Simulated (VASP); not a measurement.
A run of VASP 6.6.1 is set up as follows.

Contents of INCAR:

```
SYSTEM = CdSe
PREC = Accurate
ENCUT = 520
EDIFF = 1E-6
ISMEAR = -1
SIGMA = 0.05
LREAL = .False.
LASPH = .True.
NELM = 80
ALGO = Normal
ISIF = 2
LWAVE = .False.
LCHARG = .True.
GGA = PS
LELF = .True.
LVHAR = .True.
NBANDS = 26
```

The input KPOINTS:

```
regular mesh
0
Gamma
  7 7 4
  0 0 0
```

The input POSCAR:

```
CdSe
1.0
    4.1855214724      0.0000000000      0.0000000000
   -2.0927607362      3.6247679232      0.0000000000
    0.0000000000      0.0000000000      6.8528168466
Cd Se
2 2
Direct
    0.6666666667      0.3333333333      0.5052605372
    0.3333333333      0.6666666667      0.0052605372
    0.6666666667      0.3333333333      0.8797394628
    0.3333333333      0.6666666667      0.3797394628
```

Potentials or basis: VASP PAW PBE potentials, release 64 (Cd, Se).

Launch:

```console
$ cat potpaw_PBE.64/Cd/POTCAR potpaw_PBE.64/Se/POTCAR > POTCAR
$ mpirun -np 1 vasp_std > vasp.out
```

Problem. What does it give for the largest force?

Solution. 0.007 eV/Å.

Problem. Estimate the band gap on the k mesh.

Solution. 0.70 eV, direct.

Problem. Estimate the pressure.

Solution. 5.4 GPa.

Forces in eV/Å, atoms in the order of the input:
```
Cd   0.000  0.000 -0.007
Cd   0.000  0.000 -0.007
Se   0.000  0.000  0.007
Se   0.000  0.000  0.007
```

Caveat: the PAW data sets were made with another functional, which shifts forces and pressure a little. Expect the measured gap to be larger: semilocal functionals such as PBEsol lack the derivative discontinuity.
